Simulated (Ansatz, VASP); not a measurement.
One calculation of Tc, two programs

POSCAR

```
Tc
1.0
    2.7400000000      0.0000000000      0.0000000000
   -1.3700000000      2.3729096064      0.0000000000
    0.0000000000      0.0000000000      4.3980000000
Tc
2
Direct
    0.6666666667      0.3333333333      0.7500000000
    0.3333333333      0.6666666667      0.2500000000
```

INCAR.step1

```
PREC = Accurate
ENCUT = 520
ISMEAR = -5
SIGMA = 0.05
LREAL = F
LASPH = T
NELM = 60
NBANDS = 20
GGA = PE
ALGO = Normal
EDIFF = 1E-4
LWAVE = T
LCHARG = F
```

Contents of INCAR.step2:

```
PREC = Accurate
ENCUT = 520
EDIFF = 1E-6
ISMEAR = -5
SIGMA = 0.05
LREAL = F
LASPH = T
NELM = 60
ALGO = Normal
ISIF = 2
LWAVE = F
LCHARG = F
METAGGA = R2SCAN
LMIXTAU = T
NBANDS = 20
ISTART = 1
```

The input KPOINTS:

```
regular mesh
0
Gamma
  11 11 6
```

The input input.yaml:

```yaml
crystal:
  lattice:
    - [2.74, 0.0, 0.0]
    - [-1.37, 2.3729096064, 0.0]
    - [0.0, 0.0, 4.398]
  atoms:
    - { symbol: Tc, position: [0.6666666667, 0.3333333333, 0.75] }
    - { symbol: Tc, position: [0.3333333333, 0.6666666667, 0.25] }
hamiltonian:
  xc: r2scan
  pseudopotentials: { kind: paw }
kpoints:
  mp_grid: { grid: [11, 11, 6] }
scf:
  occupations: { method: tetrahedron }
  n_extra_bands: 6
output:
  forces: true
  stress: true
  dos: { projected: false, de: 0.05, nscf_kmesh: { grid: [17, 17, 9] } }
```

Alike in both runs: functional r2SCAN; k mesh 11 × 11 × 6; occupations tetrahedron; no spin polarisation.

|  | VASP | Ansatz |
| --- | --- | --- |
| version | VASP 6.6.1 | Ansatz 0.2.0 |
| potentials or method | VASP PAW PBE potentials, release 64 (Tc_pv) | Ansatz PAW earlier set |
| plane-wave cutoff (eV) | 520 | 500 |
| valence electrons in the cell | 26 | 30 |
| task | single point | density of states |

Ansatz gave:

```
gap on the k mesh at the Fermi level (eV)                     : none
pressure (GPa)                                                : -2.1
traceless stress, the component that is largest in VASP (GPa) : -1.16
```

Question: Estimate VASP's values.

Answer: gap on the k mesh at the Fermi level (eV): none; pressure (GPa): -1.6; traceless stress, the component that is largest in VASP (GPa): -1.13.

VASP's potentials were made for PBE, not for r2SCAN. A gap of «none» marks a metal or a gap that the smearing closes. VASP's potentials hold 26 valence electrons a cell and Ansatz's 30, so a difference there can come from the potentials and not from the codes.
